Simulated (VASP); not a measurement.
Runs of VASP 6.6.1 on W4C5. The structure is that of space group P-6m2 (No. 187), or close to it. The cells are those of the table. 

```csv
level,potentials or basis,cell,smearing,dipole correction,gap on the mesh (eV),largest force (eV/Å)
PBE,"VASP PAW PBE potentials, release 64 (C, W_sv)","a = 2.922, b = 2.922, c = 33.388 Å, angles 90.0, 90.0, 120.0°, 9 atoms",gaussian 0.1 eV,yes,none,(a)
PBE,"VASP PAW PBE potentials, release 64 (C, W_sv)","a = 2.922, b = 2.922, c = 16.388 Å, angles 90.0, 90.0, 120.0°, 9 atoms",gaussian 0.1 eV,no,none,(b)
PBE,"VASP PAW PBE potentials, release 64 (C, W_sv)","a = 2.922, b = 2.922, c = 26.388 Å, angles 90.0, 90.0, 120.0°, 9 atoms",methfessel-paxton 0.2 eV,yes,none,5.57
LDA,"VASP PAW LDA potentials, release 64 (C, W_sv)","a = 2.922, b = 2.922, c = 26.388 Å, angles 90.0, 90.0, 120.0°, 9 atoms",gaussian 0.1 eV,yes,none,5.32
r2SCAN,"VASP PAW PBE potentials, release 64 (C, W_sv)","a = 2.922, b = 2.922, c = 26.388 Å, angles 90.0, 90.0, 120.0°, 9 atoms",gaussian 0.1 eV,yes,none,5.87
```

Alike in all rows: task single point; no spin polarisation; k mesh 12 × 12 × 1; cutoff (eV) 520.

Estimate the missing entries.

(a) 5.53; (b) 5.52.

Caveats: some runs use coarse meshes; spin-orbit coupling is left out, which moves the levels of the heavy elements; the PAW data sets were made with another functional, which shifts forces and pressure a little (some runs).

A k mesh can miss the band edges, and the runs leave out spin-orbit coupling on W.

A gap of «none» marks levels without a gap at the run's occupations.
